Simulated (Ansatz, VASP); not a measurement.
# NbTe4Mo: VASP beside Ansatz

```
Nb Te Mo
1.0
     3.68727    0.00000    0.00000
    -1.84364    3.19327    0.00000
     0.00000    0.00000   14.64513
Nb Te Mo
1 4 1
Direct
  0.33333 0.66667 0.00000
  0.33333 0.66667 0.37100
  0.66667 0.33333 0.87100
  0.33333 0.66667 0.62900
  0.66667 0.33333 0.12900
  0.66667 0.33333 0.50000
```

Alike in both runs: task relaxation of cell and atoms; functional PBE; k mesh 6 × 6 × 2; occupations gaussian, width 0.1 eV; no spin polarisation.

|  | VASP | Ansatz |
| --- | --- | --- |
| version | VASP 6.6.1 | Ansatz 0.2.0 |
| potentials or method | VASP PAW PBE potentials, release 64 (Nb_sv, Te, Mo_sv), cutoff 600 eV | scalar-relativistic, plane waves, PAW |
| valence electrons in the cell | 51 | 91 |

Ansatz gave:

```
gap on the k mesh at the Fermi level, each at its own relaxed structure (eV) : none
relaxed volume (Å³/atom)                                                     : 28.01
relaxed length of the cell vector where the two differ most in proportion (Å)              : 14.719
```

Task: Which values does VASP return?

Result: gap on the k mesh at the Fermi level, each at its own relaxed structure (eV): none; relaxed volume (Å³/atom): 27.81; relaxed length of the cell vector where the two differ most in proportion (Å): 14.639.

A gap of «none» marks a metal or a gap that the smearing closes. VASP's potentials hold 51 valence electrons a cell and Ansatz's 91, so a difference there can come from the potentials and not from the codes.

Spin-orbit coupling is off throughout.
